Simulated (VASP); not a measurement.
# BAs (F-43m) in VASP: notebook

BAs is run at these levels: PBEsol-based screened hybrid; tasks: single point.

Everything below comes from runs of VASP 6.6.1. Logs are shortened: lines on timing, memory, paths and dates and some standing lists are left out, and cuts for length are marked.

### Step 1. The cell of the first run

The structure is cubic, space group F-43m (No. 216). The conventional cell has a = 4.745 Å, b = 4.745 Å, c = 4.745 Å, α = 90.00°, β = 90.00°, γ = 90.00°. Within 2.7 Å of As (site symmetry -43m) lie 4 B at 2.05 Å. B (site symmetry -43m) has 4 As at 2.05 Å within 2.7 Å.

### Step 2. Single point, PBEsol-based screened hybrid

The input, POSCAR:

```
BAs
1.0
    0.0000000000      2.3724693156      2.3724693156
    2.3724693156      0.0000000000      2.3724693156
    2.3724693156      2.3724693156      0.0000000000
As B
1 1
Direct
    0.7500000000      0.7500000000      0.7500000000
    0.0000000000      0.0000000000      0.0000000000
```

The input, INCAR.step1:

```
SYSTEM = BAs
  PREC = Accurate
  ENCUT = 520
  EDIFF = 1E-5
  ISMEAR = -1
  SIGMA = 0.05
  LREAL = .FALSE.
  LASPH = .TRUE.
  NELM = 60
  ALGO = Normal
  ISIF = 2
  LWAVE = .TRUE.
  LCHARG = .FALSE.
  GGA = PE
  NBANDS = 11
```

The input, INCAR.step2:

```
SYSTEM = BAs
  PREC = Accurate
  ENCUT = 520
  EDIFF = 1E-7
  ISMEAR = -1
  SIGMA = 0.05
  LREAL = .FALSE.
  LASPH = .TRUE.
  NELM = 60
  ALGO = Normal
  ISIF = 2
  LWAVE = .FALSE.
  LCHARG = .FALSE.
  GGA = PS
  LHFCALC = .TRUE.
  AEXX = 0.25
  HFSCREEN = 0.207
  PRECFOCK = Normal
  ISTART = 1
  NBANDS = 11
```

The input, KPOINTS:

```
regular mesh
0
G
  5 5 5
  0 0 0
```

Potentials or basis: VASP PAW PBE potentials, release 64 (As, B).

Run with:

```bash
$ cat potpaw_PBE.64/As/POTCAR potpaw_PBE.64/B/POTCAR > POTCAR
$ cp INCAR.step1 INCAR
$ mpirun -np 1 vasp_std > vasp.out
$ cp INCAR.step2 INCAR
$ mpirun -np 1 vasp_std > vasp.out
```

OUTCAR:

```text
SYSTEM = BAs
   PREC = Accurate
   ENCUT = 520
   EDIFF = 1E-7
   ISMEAR = -1
   LREAL = .FALSE.
   LASPH = .TRUE.
   NELM = 60
   ISIF = 2
   GGA = PS
   LHFCALC = .TRUE.
   AEXX = 0.25
   HFSCREEN = 0.207
   PRECFOCK = Normal
   ISTART = 1

 ion  position               nearest neighbor table
   1  0.750  0.750  0.750-   2 2.05   2 2.05   2 2.05   2 2.05
   2  0.000  0.000  0.000-   1 2.05   1 2.05   1 2.05   1 2.05

  LATTYP: Found a face centered cubic cell.
 ALAT       =     4.7449386312

  Lattice vectors:

 A1 = (   0.0000000000,   2.3724693156,   2.3724693156)
 A2 = (   2.3724693156,   0.0000000000,   2.3724693156)
 A3 = (   2.3724693156,   2.3724693156,   0.0000000000)

Analysis of symmetry for initial positions (statically):
=====================================================================
 Subroutine PRICEL returns:
 Original cell was already a primitive cell.

 Routine SETGRP: Setting up the symmetry group for a
 face centered cubic supercell.

 Subroutine GETGRP returns: Found 24 space group operations
 (whereof 24 operations were pure point group operations)
 out of a pool of 48 trial point group operations.

The static configuration has the point symmetry T_d .

Analysis of symmetry for dynamics (positions and initial velocities):
=====================================================================
 Subroutine PRICEL returns:
 Original cell was already a primitive cell.

 Routine SETGRP: Setting up the symmetry group for a
 face centered cubic supercell.

 Subroutine GETGRP returns: Found 24 space group operations
 (whereof 24 operations were pure point group operations)
 out of a pool of 48 trial point group operations.

The dynamic configuration has the point symmetry T_d .

 Subroutine INISYM returns: Found 24 space group operations
 (whereof 24 operations are pure point group operations),
 and found     1 'primitive' translations

----------------------------------------------------------------------------------------

                                     Primitive cell

  volume of cell :      26.7074

  direct lattice vectors                    reciprocal lattice vectors
     0.000000000  2.372469316  2.372469316    -0.210750882  0.210750882  0.210750882
[... 81 lines left out ...]
   PSTRESS=    0.0 pullay stress
   NELECT =       8.0000    total number of electrons
   NUPDOWN=      -1.0000    fix difference up-down
   EMIN   =  10.00;   EMAX   =-10.00  energy-range for DOS
   EFERMI =   0.00;   METHOD = LEGACY
   ISMEAR =    -1;   SIGMA  =   0.05  broadening in eV -4-tet -1-fermi 0-gaus
   EFERMI_NEDOS =   21; number of points for ismear=-14 and -15
   IALGO  =     38    algorithm
   IMIX   =      1    mixing-type and parameters
     AMIX     =   0.40;   BMIX     =  1.00
     AMIX_MAG =   1.60;   BMIX_MAG =  1.00
  volume/ion in A,a.u.               =      13.35        90.12
  Fermi-wavevector in a.u.,A,eV,Ry     =   1.095370  2.069949 16.324756  1.199836
  Thomas-Fermi vector in A             =   2.231692
   LORBIT       =      0    0 simple, 1 ext, 2 COOP (PROOUT), +10 PAW based schemes
   GGA     = PS    functional components
   LHFCALC =     T    Hartree Fock is set to
   PRECFOCK=normal    Normal, Fast or Accurate (Low or Medium for compatibility)
   ENCUT4O =  -1.0   cutoff for four orbital integrals eV
   NKREDX  =     1    reduce k-point grid by
   NKREDY  =     1    reduce k-point grid by
   NKREDZ  =     1    reduce k-point grid by
   AEXX    =    0.2500 exact exchange contribution
   HFSCREEN=    0.2070 screening length (either q_TF or 0.3 A-1)
   HFSCREENC=   0.2070 screening length for correlation (either q_TF or 0.3 A-1)
   ENCUTFOCK=  -1.0 apply spherical cutoff to Coloumb kernel
   IVDW    =     0    specifies the selected vdW correction
   LEPSILON=     F    determine dielectric tensor
   LRPA    =     F    only Hartree local field effects (RPA)
 non-spin polarized calculation
  energy-cutoff  :      520.00
  volume of cell :       26.71
 maximum number of plane-waves:       728
 NGX is ok and might be reduce to    28
  NGX = 20; NGY = 20; NGZ = 20

 number of electron       8.0000000 magnetization

 Free energy of the ion-electron system (eV)
  ---------------------------------------------------
  ext. energy  EPLUGINS =         0.00000000
  ---------------------------------------------------
  free energy    TOTEN  =       -13.74231395 eV

  energy without entropy =      -13.74231395  energy(sigma->0) =      -13.74231395

 E-fermi :   6.7478     XC(G=0):  -8.9046

 val. band max:        5.8794760705   @ k =   0.0000   0.0000   0.0000
 cond. band min:       7.6480493721   @ k =   0.4000   0.4000   0.0000
 fundamental gap:      1.7685733016
 Fermi energy:         6.7477784817

 k-point     1 :       0.0000    0.0000    0.0000
  band No.  band energies     occupation
      1     -11.2918      2.00000
      2       5.8795      2.00000
      3       5.8795      2.00000
      4       5.8795      2.00000
      5      10.0049      0.00000
      6      10.0049      0.00000
      7      10.0049      0.00000
      8      12.0328      0.00000
      9      16.4728      0.00000
     10      20.0312      0.00000
     11      20.0312      0.00000
[... 113 lines left out ...]
 k-point    10 :      -0.4000    0.4000    0.2000
  band No.  band energies     occupation
      1      -7.0548      2.00000
      2      -2.6513      2.00000
      3      -0.2247      2.00000
      4       1.2427      2.00000
      5      11.1968      0.00000
      6      12.1324      0.00000
      7      13.1263      0.00000
      8      17.0568      0.00000
      9      18.3767      0.00000
     10      21.5352      0.00000
     11      24.2411      0.00000

------------------------ aborting loop because EDIFF is reached ----------------------------------------

  FORCE on cell =-STRESS in cart. coord.  units (eV):
  Direction    XX          YY          ZZ          XY          YZ          ZX
  --------------------------------------------------------------------------------------
  -------------------------------------------------------------------------------------
  Total        0.0731973      0.0731973      0.0731973      0.0000000     -0.0000000      0.0000000
  in kB        4.3911037      4.3911037      4.3911037      0.0000000     -0.0000000      0.0000000
  external PRESSURE =       4.3911037 kB  Pullay stress =       0.0000000 kB

 VOLUME and BASIS-vectors are now :
 -----------------------------------------------------------------------------
  energy-cutoff  :      520.00
  volume of cell :       26.71
      direct lattice vectors                 reciprocal lattice vectors
     0.000000000  2.372469316  2.372469316    -0.210750882  0.210750882  0.210750882
     2.372469316  0.000000000  2.372469316     0.210750882 -0.210750882  0.210750882
     2.372469316  2.372469316  0.000000000     0.210750882  0.210750882 -0.210750882

 POSITION                                       TOTAL-FORCE (eV/Angst)
 -----------------------------------------------------------------------------------
      3.55870      3.55870      3.55870        -0.000000     -0.000000     -0.000000
      0.00000      0.00000      0.00000         0.000000      0.000000      0.000000
 -----------------------------------------------------------------------------------
    total drift:                                0.000000      0.000000      0.000000

  FREE ENERGIE OF THE ION-ELECTRON SYSTEM (eV)
  ---------------------------------------------------
  free  energy   TOTEN  =       -13.7423139499 eV

  energy  without entropy=      -13.7423139473  energy(sigma->0) =      -13.74231395
```

OUTCAR.step1:

```text
SYSTEM = BAs
   PREC = Accurate
   ENCUT = 520
   EDIFF = 1E-5
   ISMEAR = -1
   LREAL = .FALSE.
[... 345 lines left out ...]
      3.55870      3.55870      3.55870        -0.000000      0.000000      0.000000
      0.00000      0.00000      0.00000         0.000000     -0.000000     -0.000000
 -----------------------------------------------------------------------------------
    total drift:                                0.000000      0.000000      0.000000

  FREE ENERGIE OF THE ION-ELECTRON SYSTEM (eV)
  ---------------------------------------------------
  free  energy   TOTEN  =       -11.3329520178 eV

  energy  without entropy=      -11.3329511434  energy(sigma->0) =      -11.33295158
```

OSZICAR.step1:

```text
N       E                     dE             d eps       ncg     rms          rms(c)
DAV:   1     0.118936318173E+02    0.11894E+02   -0.38733E+03   220   0.640E+02
DAV:   2    -0.113429022198E+02   -0.23237E+02   -0.22002E+02   295   0.111E+02
DAV:   3    -0.120249263973E+02   -0.68202E+00   -0.68049E+00   282   0.163E+01
DAV:   4    -0.120265081129E+02   -0.15817E-02   -0.15817E-02   250   0.851E-01
DAV:   5    -0.120265106011E+02   -0.24882E-05   -0.24874E-05   259   0.354E-02    0.510E+00
DAV:   6    -0.114061433207E+02    0.62037E+00   -0.16871E+00   238   0.533E+00    0.248E+00
DAV:   7    -0.113396736697E+02    0.66470E-01   -0.20995E-01   259   0.224E+00    0.101E+00
DAV:   8    -0.113324250464E+02    0.72486E-02   -0.21687E-02   241   0.844E-01    0.105E-01
DAV:   9    -0.113327726557E+02   -0.34761E-03   -0.77242E-04   241   0.164E-01    0.637E-02
DAV:  10    -0.113329460443E+02   -0.17339E-03   -0.21103E-04   240   0.889E-02    0.124E-02
DAV:  11    -0.113329520178E+02   -0.59734E-05   -0.53732E-06   231   0.157E-02
   1 F= -.11332952E+02 E0= -.11332952E+02  d E =-.874344E-06
```

Run time: 2.8 min. Hardware: 1 thread of AMD EPYC 7R13 (Zen 3), shared host; peak memory 0.24 GiB.

Results:

| Property | Result |
| --- | --- |
| Free energy | -13.7423 eV |
| Pressure | 0.4 GPa |
| Band gap on the k mesh | 1.77 eV, indirect (least direct gap 4.13 eV) |

Levels at points of the mesh, in eV from the valence-band top:
```tsv
k point	band 2	band 3	band 4	band 5	band 6	band 7
(0.00, 0.00, 0.00)	0.00	0.00	0.00	4.13	4.13	4.13
```

Caveat: the k points lie up to 0.46 Å⁻¹ apart; the PAW data sets were made with another functional, which shifts forces and pressure a little.

### Step 3. Single point, PBEsol-based screened hybrid

This run uses another cell than the first one, of 13.90 Å³/atom, 1.041 times its volume.

The input, POSCAR:

```
BAs
1.0
    0.0000000000      2.4043183418      2.4043183418
    2.4043183418      0.0000000000      2.4043183418
    2.4043183418      2.4043183418      0.0000000000
As B
1 1
Direct
    0.7500000000      0.7500000000      0.7500000000
    0.0000000000      0.0000000000      0.0000000000
```

The input, INCAR.step1:

```
ALGO = Normal
EDIFF = 1E-5
ENCUT = 520
GGA = PE
ISIF = 2
ISMEAR = -1
LASPH = True
LCHARG = False
LREAL = False
LWAVE = True
NBANDS = 11
NELM = 60
PREC = Accurate
SIGMA = 0.05
```

The input, INCAR.step2:

```
AEXX = 0.25
ALGO = Normal
EDIFF = 1E-7
ENCUT = 520
GGA = PS
HFSCREEN = 0.207
ISIF = 2
ISMEAR = -1
ISTART = 1
LASPH = True
LCHARG = False
LHFCALC = True
LREAL = False
LWAVE = False
NBANDS = 11
NELM = 60
PREC = Accurate
PRECFOCK = Normal
SIGMA = 0.05
```

The input, KPOINTS:

```
k-points
0
Gamma
  5 5 5
```

Potentials or basis: VASP PAW PBE potentials, release 64 (As, B).

Run with:

```bash
$ cat potpaw_PBE.64/As/POTCAR potpaw_PBE.64/B/POTCAR > POTCAR
$ cp INCAR.step1 INCAR
$ mpirun -np 1 vasp_std > vasp.out
$ cp INCAR.step2 INCAR
$ mpirun -np 1 vasp_std > vasp.out
```

Run time: 2.8 min. Hardware: 1 thread of AMD EPYC 7R13 (Zen 3), shared host; peak memory 0.23 GiB.

Results (log left out):

* Free energy: -13.7255 eV
* Pressure: -5.3 GPa
* Band gap on the k mesh: 1.81 eV, indirect (least direct gap 4.07 eV)

Levels at points of the mesh, in eV from the valence-band top:
| k point | band 1 | band 2 | band 3 | band 4 | band 5 | band 6 | band 7 | band 8 |
| --- | --- | --- | --- | --- | --- | --- | --- | --- |
| (0.00, 0.00, 0.00) | -16.78 | 0.00 | 0.00 | 0.00 | 4.07 | 4.07 | 4.07 | 5.60 |

Caveat: the k points lie up to 0.45 Å⁻¹ apart; the PAW data sets were made with another functional, which shifts forces and pressure a little. A k mesh can miss the band edges.
